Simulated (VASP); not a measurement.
# Be4ZnTe (P4/mmm) in VASP: a series of runs, part 2 of 2

VASP 6.6.1. The steps go on from the part before.

### 3 Single point, PBE

This run uses another cell than the first one, of 16.01 Å³/atom.

INCAR reads:

```
ALGO = Normal ; EDIFF = 1E-6
ENCUT = 600 ; GGA = PE
GGA_COMPAT = False ; ISIF = 2
ISMEAR = 0 ; LASPH = True
LCHARG = True ; LELF = True
LREAL = False ; LVHAR = True
LWAVE = False ; NBANDS = 22
NELM = 120 ; PREC = Accurate
SIGMA = 0.2
```

KPOINTS reads:

```
k-points
0
Gamma
  4 4 4
```

POSCAR reads:

```
Be4ZnTe
1.0
    5.1828388291      0.0000000000      0.0000000000
    0.0000000000      5.1828388291      0.0000000000
    0.0000000000      0.0000000000      3.5756668504
Be Zn Te
4 1 1
Direct
    0.2977624462      0.0000000000      0.5000000000
    0.7022375538      0.0000000000      0.5000000000
    0.0000000000      0.2977624462      0.5000000000
    0.0000000000      0.7022375538      0.5000000000
    0.0000000000      0.0000000000      0.0000000000
    0.5000000000      0.5000000000      0.5000000000
```

Potentials or basis: VASP PAW PBE potentials, release 64 (Be, Zn, Te).

Launch:

```console
$ cat potpaw_PBE.64/Be/POTCAR potpaw_PBE.64/Zn/POTCAR potpaw_PBE.64/Te/POTCAR > POTCAR
$ mpirun -np 1 vasp_std > vasp.out
```

OUTCAR:

```text
EDIFF = 1E-6
   ENCUT = 600
   GGA = PE
   ISIF = 2
   ISMEAR = 0
   LASPH = True
   LREAL = False
   NELM = 120
   PREC = Accurate

 ion  position               nearest neighbor table
   1  0.298  0.000  0.500-   2 2.10   3 2.18   4 2.18   5 2.36   5 2.36   6 2.80   6 2.80
   2  0.702  0.000  0.500-   1 2.10   3 2.18   4 2.18   5 2.36   5 2.36   6 2.80   6 2.80
   3  0.000  0.298  0.500-   4 2.10   2 2.18   1 2.18   5 2.36   5 2.36   6 2.80   6 2.80
   4  0.000  0.702  0.500-   3 2.10   2 2.18   1 2.18   5 2.36   5 2.36   6 2.80   6 2.80
   5  0.000  0.000  0.000-   1 2.36   2 2.36   3 2.36   4 2.36   1 2.36   2 2.36   3 2.36   4 2.36

   6  0.500  0.500  0.500-   1 2.80   2 2.80   3 2.80   4 2.80   1 2.80   2 2.80   3 2.80   4 2.80

  LATTYP: Found a simple tetragonal cell.
 ALAT       =     5.1828388291
 C/A-ratio  =     0.6899050826

  Lattice vectors:

 A1 = (   5.1828388291,   0.0000000000,   0.0000000000)
 A2 = (   0.0000000000,   5.1828388291,   0.0000000000)
 A3 = (   0.0000000000,   0.0000000000,   3.5756668504)

Analysis of symmetry for initial positions (statically):
[... 175 lines left out ...]
 E-fermi :   4.2113     XC(G=0):  -9.5309

 val. band max:        4.1698246434   @ k =   0.5000   0.2500   0.5000
 cond. band min:       4.2226416513   @ k =   0.2500   0.2500   0.5000
 fundamental gap:      0.0528170079
 Fermi energy:         4.2112602720

 k-point     1 :       0.0000    0.0000    0.0000
  band No.  band energies     occupation
      1      -8.0473      2.00000
      2      -4.1851      2.00000
      3      -3.3253      2.00000
      4      -3.3253      2.00000
      5      -3.2141      2.00000
      6      -3.1535      2.00000
[... 439 lines left out ...]
     21      11.2732      0.00000
     22      12.1559      0.00000

------------------------ aborting loop because EDIFF is reached ----------------------------------------

  FORCE on cell =-STRESS in cart. coord.  units (eV):
  Direction    XX          YY          ZZ          XY          YZ          ZX
  --------------------------------------------------------------------------------------
  -------------------------------------------------------------------------------------
  Total        0.2750057      0.2750057     -0.0244500      0.0000000      0.0000000      0.0000000
  in kB        4.5873286      4.5873286     -0.4078472      0.0000000      0.0000000      0.0000000
  external PRESSURE =       2.9222700 kB  Pullay stress =       0.0000000 kB

 VOLUME and BASIS-vectors are now :
 -----------------------------------------------------------------------------
  energy-cutoff  :      600.00
  volume of cell :       96.05
      direct lattice vectors                 reciprocal lattice vectors
     5.182838829  0.000000000  0.000000000     0.192944452  0.000000000  0.000000000
     0.000000000  5.182838829  0.000000000     0.000000000  0.192944452  0.000000000
     0.000000000  0.000000000  3.575666850     0.000000000  0.000000000  0.279668113

 POSITION                                       TOTAL-FORCE (eV/Angst)
 -----------------------------------------------------------------------------------
      1.54325      0.00000      1.78783         0.083721      0.000000     -0.000000
      3.63958      0.00000      1.78783        -0.083721     -0.000000      0.000000
      0.00000      1.54325      1.78783         0.000000      0.083721      0.000000
      0.00000      3.63958      1.78783         0.000000     -0.083721      0.000000
      0.00000      0.00000      0.00000         0.000000      0.000000      0.000000
      2.59142      2.59142      1.78783         0.000000      0.000000      0.000000
 -----------------------------------------------------------------------------------
    total drift:                                0.000000     -0.000000     -0.000000

  FREE ENERGIE OF THE ION-ELECTRON SYSTEM (eV)
  ---------------------------------------------------
  free  energy   TOTEN  =       -14.9796975600 eV

  energy  without entropy=      -14.9193029098  energy(sigma->0) =      -14.94950023
```

stdout:

```text
POSCAR found type information on POSCAR BeZnTe
 POSCAR found :  3 types and       6 ions
 scaLAPACK will be used
 LDA part: xc-table for (Slater+PW92), standard interpolation
 POSCAR, INCAR and KPOINTS ok, starting setup
 FFT: planning ... GRIDC
 FFT: planning ... GRID_SOFT
 FFT: planning ... GRID
 WAVECAR not read
 entering main loop
```

Run time: 66 s. Hardware: 1 thread of AMD EPYC 7R13, shared host; peak memory 0.21 GiB.

What came out:

```yaml
Free_energy: -14.9797 eV
Pressure: 0.3 GPa
Largest_force: 0.084 eV/Å
Band_gap_on_the_k_mesh: zero (bands 13 and 14 overlap by 2.08 eV)
```

Forces in eV/Å, atoms in the order of the input:
```
Be   0.084  0.000  0.000
Be  -0.084  0.000  0.000
Be   0.000  0.084  0.000
Be   0.000 -0.084  0.000
Zn   0.000  0.000  0.000
Te   0.000  0.000  0.000
```

Levels at points of the mesh, in eV from the Fermi level:
| k point | band 10 | band 11 | band 12 | band 13 | band 14 | band 15 | band 16 | band 17 |
| --- | --- | --- | --- | --- | --- | --- | --- | --- |
| (0.00, 0.00, 0.00) | -2.71 | -0.99 | -0.70 | 0.17 | 0.17 | 0.37 | 2.09 | 4.37 |
| (0.50, 0.00, 0.00) | -3.48 | -2.65 | 0.12 | 0.31 | 0.69 | 1.92 | 4.63 | 4.79 |
| (0.50, 0.50, 0.00) | 0.41 | 0.41 | 0.63 | 1.03 | 1.28 | 1.91 | 1.91 | 3.68 |
| (0.00, 0.00, 0.50) | -3.92 | -2.55 | -1.67 | -0.31 | 0.28 | 0.28 | 0.89 | 1.76 |
| (0.50, 0.00, 0.50) | -3.87 | -3.51 | -1.53 | -0.32 | -0.15 | 0.57 | 1.30 | 2.57 |
| (0.50, 0.50, 0.50) | -4.39 | -3.62 | -1.74 | -1.74 | 1.65 | 1.96 | 1.96 | 3.44 |

Caveat: the k points lie up to 0.44 Å⁻¹ apart, too coarse for converged energies and pressures of a metal; spin-orbit coupling is left out, which moves the levels of the heavy elements.
